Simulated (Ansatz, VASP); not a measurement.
## One calculation of CO2, two programs

File POSCAR:

```
CO2
1.0
   -1.9747270000      1.9747270000      3.0140580000
    1.9747270000     -1.9747270000      3.0140580000
    1.9747270000      1.9747270000     -3.0140580000
O C
4 2
Direct
    0.8750000000      0.9597980000      0.5847980000
    0.3750000000      0.2902020000      0.4152020000
    0.0402020000      0.6250000000      0.9152020000
    0.7097980000      0.1250000000      0.0847980000
    0.0000000000      0.0000000000      0.0000000000
    0.7500000000      0.2500000000      0.5000000000
```

INCAR.step1

```
  ALGO = Normal
  EDIFF = 1E-4
  ENCUT = 520
  GGA = PE
  ISMEAR = 0
  LASPH = True
  LCHARG = False
  LREAL = False
  LWAVE = True
  NBANDS = 25
  NELM = 100
  PREC = Accurate
  SIGMA = 0.01
```

The input INCAR.step2:

```
  ALGO = Normal
  EDIFF = 1E-6
  ENCUT = 520
  ISIF = 2
  ISMEAR = 0
  ISTART = 1
  LASPH = True
  LCHARG = False
  LMIXTAU = True
  LREAL = False
  LWAVE = False
  METAGGA = R2SCAN
  NBANDS = 25
  NELM = 100
  PREC = Accurate
  SIGMA = 0.01
```

Contents of KPOINTS:

```
k-points
0
Gamma
  10 10 10
```

The input input.yaml:

```yaml
crystal:
  lattice:
    - [-1.974727, 1.974727, 3.014058]
    - [1.974727, -1.974727, 3.014058]
    - [1.974727, 1.974727, -3.014058]
  atoms:
    - { symbol: O, position: [0.875, 0.959798, 0.584798] }
    - { symbol: O, position: [0.375, 0.290202, 0.415202] }
    - { symbol: O, position: [0.040202, 0.625, 0.915202] }
    - { symbol: O, position: [0.709798, 0.125, 0.084798] }
    - { symbol: C, position: [0.0, 0.0, 0.0] }
    - { symbol: C, position: [0.75, 0.25, 0.5] }
kpoints:
  mp_grid: { grid: [10, 10, 10] }
  band_path:
    path:
      - [0.0, 0.0, 0.0]
      - [0.0, 0.0, 0.5]
      - [0.25, 0.25, 0.25]
      - [0.0, 0.5, 0.0]
      - [0.5, 0.5, -0.5]
      - [0.3573126517, 0.6426873483, -0.3573126517]
      - [-0.3573126517, 0.3573126517, 0.3573126517]
      - [-0.2146253035, 0.2146253035, 0.5]
      - [0.5, 0.5, -0.2146253035]
    npoints: 1
hamiltonian:
  xc: r2scan
scf:
  occupations: { method: fixed }
  n_extra_bands: 5
output:
  forces: true
  stress: true
  eigenvalues: true
```

Alike in both runs: functional r2SCAN; k mesh 10 × 10 × 10; no spin polarisation.

|  | VASP | Ansatz |
| --- | --- | --- |
| version | VASP 6.6.1 | Ansatz 0.2.0 |
| potentials or method | VASP PAW PBE potentials, release 64 (O, C) | Ansatz PAW |
| plane-wave cutoff (eV) | 520 | 500 |
| occupations | gaussian, width 0.01 eV | fixed |
| valence electrons in the cell | 32 | 32 |
| task | single point | band structure |

VASP gave:

* gap on the k mesh at the Fermi level (eV): 8.40
* least direct gap on the mesh (eV): 8.83
* pressure (GPa): -5.8
* traceless stress, the component that is largest in VASP (GPa): -1.06
* rms of the force components (eV/Å): 0.070

Estimate Ansatz's values.

gap on the k mesh at the Fermi level (eV): 8.51; least direct gap on the mesh (eV): 8.91; pressure (GPa): -7.9; traceless stress, the component that is largest in VASP (GPa): -0.84; rms of the force components (eV/Å): 0.128.

VASP's potentials were made for PBE, not for r2SCAN. Atom by atom the forces differ by 0.058 eV/Å (rms over components).
